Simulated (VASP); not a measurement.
Input of a VASP 6.6.1 run:

POSCAR

```
MnPt2
1.0
    2.8000532941      0.0000000000      0.0000000000
   -1.4000266470      2.4249172847      0.0000000000
    0.0000000000      0.0000000000      6.3991501735
Pt Mn
2 1
Direct
    0.6666666667      0.3333333333      0.3162060000
    0.3333333333      0.6666666667      0.6837940000
    0.0000000000      0.0000000000      0.0000000000
```

File INCAR.step1:

```
  PREC = Accurate
  ENCUT = 520
  ISMEAR = -1
  SIGMA = 0.05
  LREAL = False
  LASPH = True
  NELM = 150
  ISPIN = 2
  MAGMOM = 0 0 4
  LMAXMIX = 4
  NBANDS = 28
  GGA = PE
  ALGO = Normal
  EDIFF = 1E-4
  LWAVE = True
  LCHARG = False
```

INCAR.step2

```
  PREC = Accurate
  ENCUT = 520
  EDIFF = 1E-6
  ISMEAR = -1
  SIGMA = 0.05
  LREAL = False
  LASPH = True
  NELM = 150
  ALGO = Normal
  ISIF = 2
  LWAVE = False
  LCHARG = False
  ISPIN = 2
  MAGMOM = 0 0 4
  LORBIT = 11
  LMAXMIX = 4
  METAGGA = R2SCAN
  LMIXTAU = True
  NBANDS = 28
  ISTART = 1
```

KPOINTS

```
Automatic mesh
0
Gamma
  11 11 4
```

Potentials or basis: VASP PAW PBE potentials, release 64 (Pt, Mn_pv).

Launch:

```console
$ cat potpaw_PBE.64/Pt/POTCAR potpaw_PBE.64/Mn_pv/POTCAR > POTCAR
$ cp INCAR.step1 INCAR
$ mpirun -np 1 vasp_std > vasp.out
$ cp INCAR.step2 INCAR
$ mpirun -np 1 vasp_std > vasp.out
```

Q: What does it give for the pressure?

A: 12.2 GPa.

Q: Estimate the net moment.

A: 4.78 μB per cell.

Stress tensor (GPa, compression positive):
```
11.01  0.00  0.00
 0.00 11.01  0.00
 0.00  0.00 14.71
```

Caveat: the cell stands under pressure; the PAW data sets were made with another functional, which shifts forces and pressure a little.
